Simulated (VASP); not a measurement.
A run of VASP 6.6.1 is set up as follows.

INCAR

```
SYSTEM = Al16P
ALGO = Normal
EDIFF = 1E-6
ENCUT = 520
GGA = CA
ISIF = 2
ISMEAR = -1
LASPH = .TRUE.
LCHARG = .FALSE.
LREAL = Auto
LWAVE = .FALSE.
NBANDS = 40
NELM = 80
PREC = Accurate
SIGMA = 0.05
```

Contents of KPOINTS:

```
k-points
0
G
  2 3 1
  0 0 0
```

File POSCAR:

```
Al16P
1.0
    8.1000000000      0.0000000000      0.0000000000
    0.0000000000      5.7275650000      0.0000000000
    0.0000000000      0.0000000000     15.2956740000
Al P
16 1
Direct
    0.2500000000      0.2499999564      0.0653780278
    0.7500000000      0.2499999564      0.0653780278
    0.2500000000      0.7500000436      0.0653780278
    0.7500000000      0.7500000436      0.0653780278
   -0.0023276543     -0.0083504945      0.1457943599
    0.5023546914     -0.0083911750      0.1457240786
   -0.0048125926      0.4970377464      0.1443269515
    0.5048309877      0.4969570839      0.1443549333
    0.2501120988      0.2469375729      0.2445197904
    0.7501048148      0.2540114342      0.2334035100
    0.2500228395      0.7327321471      0.2413001219
    0.7500558025      0.7373257222      0.2392521572
    0.0058860494     -0.0223229243      0.3208280982
    0.4939929630     -0.0229759069      0.3207340193
   -0.0025872840      0.4955767416      0.3241258280
    0.5029745679      0.4951289073      0.3242063736
    0.7495760494      1.1252645758      0.3789530948
```

Potentials or basis: VASP PAW LDA potentials, release 64 (Al, P).

Launch:

```console
$ cat potpaw_LDA.64/Al/POTCAR potpaw_LDA.64/P/POTCAR > POTCAR
$ mpirun -np 1 vasp_std > vasp.out
```

Q: Estimate the largest force.

A: 0.441 eV/Å.

Forces in eV/Å, atoms in the order of the input:
```
Al   0.001 -0.265  0.203
Al  -0.001  0.127 -0.364
Al   0.001  0.311  0.003
Al   0.000 -0.248 -0.042
Al   0.017 -0.031  0.016
Al  -0.016 -0.031  0.017
Al   0.018 -0.012 -0.002
Al  -0.018 -0.012 -0.001
Al   0.000 -0.046  0.054
Al   0.000 -0.026 -0.071
Al   0.000 -0.024  0.026
Al   0.000  0.010 -0.017
Al  -0.081 -0.072  0.034
Al   0.078 -0.075  0.033
Al  -0.072 -0.019  0.014
Al   0.072 -0.020  0.014
P    0.002  0.433  0.084
```

Caveat: the k points lie up to 0.39 Å⁻¹ apart.
